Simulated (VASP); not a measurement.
A run of VASP 6.6.1 is set up as follows.

Contents of INCAR:

```
PREC = Accurate
ENCUT = 600
EDIFF = 1E-6
ISMEAR = 0
SIGMA = 0.1
LREAL = F
LASPH = T
NELM = 120
ALGO = Normal
ISIF = 2
LWAVE = F
LCHARG = F
GGA = CA
NBANDS = 38
GGA_COMPAT = F
```

File KPOINTS:

```
Automatic mesh
0
Gamma
  12 12 10
```

POSCAR

```
As
1.0
    1.8560149764     -5.3745652846      0.0000000000
    1.8560149764      5.3745652846      0.0000000000
    0.0000000000      0.0000000000      4.2321864222
As
4
Direct
    0.1126711706      0.8873288294      0.0546116501
    0.6126711706      0.3873288294      0.4453883499
    0.8873288294      0.1126711706      0.9453883499
    0.3873288294      0.6126711706      0.5546116501
```

Potentials or basis: VASP PAW LDA potentials, release 64 (As_d).

The run is started by

```sh
$ cat potpaw_LDA.64/As_d/POTCAR > POTCAR
$ mpirun -np 1 vasp_std > vasp.out
```

(1) Predict the pressure.

(2) Estimate the largest force.

(3) Predict the band gap on the k mesh.

Results:

(1) 0.2 GPa.

(2) 0.036 eV/Å.

(3) zero (bands 30 and 31 overlap by 0.50 eV).
